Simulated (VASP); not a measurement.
# InSb: single point with PBEsol

Crystal: InSb.

```xyz
2
Lattice="0.0000 3.4982 2.9800 3.4982 0.0000 2.9800 3.4982 3.4982 0.0000" Properties=species:S:1:pos:R:3 pbc="T T T"
In    0.0000    0.0000    0.0000
Sb    5.2473    5.2473    4.4700
```

This cell differs from its parent crystal: strain +0.080 along x and y, -0.080 along z.

```json
{
  "Program": "VASP 6.6.1",
  "Task": "single point",
  "Functional": "PBEsol",
  "Potentials or basis": "VASP PAW PBE potentials, release 64 (In_d, Sb)",
  "Cutoff": "520 eV",
  "k mesh": "12 × 12 × 12",
  "Occupations": "gaussian, width 0.15 eV",
  "Spin": "no spin polarisation",
  "Dipole correction": "no",
  "Further INCAR settings": "ALGO = Normal; EDIFF = 1e-07; NBANDS = 16"
}
```

```yaml
Pressure: -2.2 GPa
Band_gap_on_the_k_mesh: 0.03 eV, indirect (least direct gap 0.51 eV)
```

Stress tensor (GPa, compression positive):
```
-3.28  0.00  0.00
 0.00 -3.28  0.00
 0.00  0.00 -0.04
```

Levels at points of the mesh, in eV from the valence-band top:
```csv
k point,band 7,band 8,band 9,band 10,band 11,band 12
"(0.00, 0.00, 0.00)",-0.91,-0.35,-0.35,0.24,2.69,3.04
"(0.50, 0.00, 0.00)",-5.45,-1.44,-0.64,0.03,3.28,4.16
"(0.50, 0.50, 0.00)",-5.33,-2.64,-2.64,0.47,0.87,7.61
"(0.50, 0.00, 0.50)",-5.96,-1.90,-1.81,1.50,1.55,6.66
```

Run time: 3 min on 1 thread of Intel Xeon 6975P-C (shared host), peak memory 0.37 GiB.

Caveat: the cell differs from its parent crystal (strain +0.080 along x and y, -0.080 along z); the PAW data sets were made with another functional, which shifts forces and pressure a little; spin-orbit coupling is left out, which moves the levels of the heavy elements. A k mesh can miss the band edges.
